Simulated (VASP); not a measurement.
ZrH, 4 atoms in the cell. The structure is tetragonal, space group P4_2/mmc (No. 131). Conventional cell: a = 2.801 Å, b = 2.801 Å, c = 4.800 Å, α = 90.00°, β = 90.00°, γ = 90.00°. Within 2.4 Å of Zr (site symmetry mmm) lie 4 H at 1.84 Å. Within 2.4 Å of H (site symmetry -4m2) lie 4 Zr at 1.84 Å and 2 H at 2.40 Å. 

- Program: VASP 6.6.1
- Task: single point
- Functional: PBEsol
- Potentials or basis: VASP PAW PBE potentials, release 64 (Zr_sv, H)
- Cutoff: 520 eV
- k mesh: 14 × 14 × 10
- Occupations: gaussian, width 0.1 eV
- Spin: no spin polarisation
- Dipole correction: no
- Further INCAR settings: ALGO = Normal; EDIFF = 1e-06; NBANDS = 21

Potentials or basis: VASP PAW PBE potentials, release 64 (Zr_sv, H).

The run is started by

```console
$ cat potpaw_PBE.64/Zr_sv/POTCAR potpaw_PBE.64/H/POTCAR > POTCAR
$ mpirun -np 1 vasp_std > vasp.out
```

Hardware: 1 thread of Intel Xeon 8259CL (shared host).

**Question.** How long does it take, and how much memory?

**Answer.** Run time: 120 s on 1 thread of Intel Xeon 8259CL (shared host), peak memory 0.27 GiB. Counts: scf iterations 13, k points 216.
